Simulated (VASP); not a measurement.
Input of a VASP 6.6.1 run:

Contents of INCAR:

```
SYSTEM = H4CO
PREC = Accurate ; ENCUT = 520
EDIFF = 1E-6 ; ISMEAR = -1
SIGMA = 0.02 ; LREAL = Auto
LASPH = .True. ; NELM = 100
ALGO = Normal ; ISIF = 2
LWAVE = .False. ; LCHARG = .True.
GGA = PE ; IVDW = 12
LELF = .True. ; LVHAR = .True.
NBANDS = 66
```

File KPOINTS:

```
Automatic mesh
0
Gamma
  1 1 1
  0 0 0
```

POSCAR

```
H4CO
1.0
    7.5874210000      0.0000000000      0.0000000000
    0.0000000000      7.5874210000      0.0000000000
    0.0000000000      0.0000000000      7.5874210000
H O C
24 6 6
Direct
    0.6059444777      0.1139130435      0.2647881086
    0.6116922190      0.1998217229      0.2145052544
    0.1732913266      0.5016998574      0.6718338592
    0.1757037392      0.5884033652      0.6238051365
    0.3019247408      0.3302954452      0.3443361836
    0.2369397988      0.2571162594      0.3633392773
    0.7333765755      0.4685662255      0.3034485065
    0.6839041259      0.5543434200      0.3193379970
    0.6067569903      0.8338415798      0.4777500599
    0.5258438468      0.8078494129      0.4246733883
    0.2085899839      0.8933839862      0.4854683025
    0.2325199581      0.9399741585      0.5699707251
    0.6828459046      0.7248436648      0.8847595765
    0.5573870517      0.8761598613      1.0383809340
    0.9293567496      0.2159089689      0.5048667086
    0.8842334431      0.0031829899      0.3827907295
   -0.0397410357      0.3161498263      0.8261380671
   -0.1433785185      0.1661066981      0.9946816353
    0.0751354800      0.6877799312      0.2646974317
    0.1324493635      0.7370893752      0.0289917976
    0.5287866859      0.5349660760      0.5970190801
    0.5411988615      0.2855841461      0.5970255514
    0.3948175003      0.2836177965      1.0111807880
    0.2849580486      0.0663439580      1.0657268000
    0.8230456272      0.8605568487      1.0690592314
    0.8227582576      0.0127157604      0.6448839650
   -0.0291729719      0.3924670219      1.0842808628
    0.3330913256      0.6613522119      0.1914338088
    0.6235136962      0.4148517912      0.8179325782
    0.3083673685      0.1329608404      0.8071289082
    0.6862818206      0.8210062837      0.9949853493
    0.8798177476      0.0770942281      0.5098546886
   -0.0723936943      0.2912731747      0.9671722885
    0.1792463212      0.6950474638      0.1612566921
    0.5638876005      0.4116644379      0.6691157337
    0.3300944841      0.1613960683      0.9629922948
```

Potentials or basis: VASP PAW PBE potentials, release 64 (H, O, C).

The run is started by

```bash
$ cat potpaw_PBE.64/H/POTCAR potpaw_PBE.64/O/POTCAR potpaw_PBE.64/C/POTCAR > POTCAR
$ mpirun -np 1 vasp_gam > vasp.out
```

What does it give for the pressure?

0.0 GPa.

What does it give for the largest force?

0.507 eV/Å.

Forces in eV/Å, atoms in the order of the input:
```
H   -0.017  0.121 -0.098
H    0.005 -0.131  0.117
H   -0.006  0.025 -0.011
H   -0.019 -0.016  0.032
H   -0.152 -0.111  0.020
H    0.149  0.130 -0.019
H   -0.093  0.287  0.032
H    0.106 -0.272 -0.016
H   -0.210 -0.052 -0.098
H    0.217  0.047  0.096
H    0.030  0.035  0.058
H   -0.030 -0.031 -0.067
H    0.002  0.042  0.016
H    0.009 -0.004 -0.053
H    0.010 -0.065  0.004
H   -0.011 -0.015  0.059
H   -0.007  0.037  0.099
H    0.036  0.091 -0.020
H    0.058 -0.027 -0.025
H   -0.021 -0.004  0.009
H   -0.013 -0.080  0.093
H    0.055  0.078  0.068
H    0.007  0.010  0.004
H    0.026  0.018 -0.004
O    0.145  0.123  0.055
O   -0.108 -0.069  0.210
O    0.080  0.050  0.130
O    0.305 -0.067  0.077
O    0.149  0.078  0.256
O   -0.075 -0.057 -0.360
C   -0.117 -0.134 -0.024
C    0.123  0.154 -0.291
C   -0.072 -0.192 -0.190
C   -0.355  0.009 -0.077
C   -0.210 -0.075 -0.456
C    0.001  0.067  0.373
```

Caveat: the k points lie up to 0.83 Å⁻¹ apart.
